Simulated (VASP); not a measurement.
Here is a VASP 6.6.1 calculation.

File INCAR:

```
SYSTEM = BaTiO3
  PREC = Accurate
  ENCUT = 520
  EDIFF = 1E-6
  ISMEAR = -1
  SIGMA = 0.05
  LREAL = .FALSE.
  LASPH = .TRUE.
  NELM = 100
  ALGO = Normal
  ISIF = 2
  LWAVE = .FALSE.
  LCHARG = .FALSE.
  GGA = RE
  IVDW = 12
  NBANDS = 28
```

File KPOINTS:

```
Automatic mesh
0
G
  7 7 7
  0 0 0
```

Contents of POSCAR:

```
BaTiO3
1.0
    3.9457420220      0.0000000000      0.0000000000
    0.0000000000      3.9457420220      0.0000000000
    0.0000000000      0.0000000000      3.9636960459
Ba Ti O
1 1 3
Direct
    0.0000000000      0.0000000000      0.0000000000
    0.5000000000      0.5000000000      0.4900000000
    0.0000000000      0.5000000000      0.5170000000
    0.5000000000      0.0000000000      0.5170000000
    0.5000000000      0.5000000000      0.0190000000
```

Potentials or basis: VASP PAW PBE potentials, release 64 (Ba_sv, Ti_sv, O).

The run is started by

```sh
$ cat potpaw_PBE.64/Ba_sv/POTCAR potpaw_PBE.64/Ti_sv/POTCAR potpaw_PBE.64/O/POTCAR > POTCAR
$ mpirun -np 1 vasp_std > vasp.out
```

(1) What does it give for the largest force?

(2) What does it give for the band gap on the k mesh?

Results:

(1) 0.125 eV/Å.

(2) 1.98 eV, indirect (least direct gap 2.14 eV).

Caveat: the PAW data sets were made with another functional, which shifts forces and pressure a little; spin-orbit coupling is left out, which moves the levels of the heavy elements.
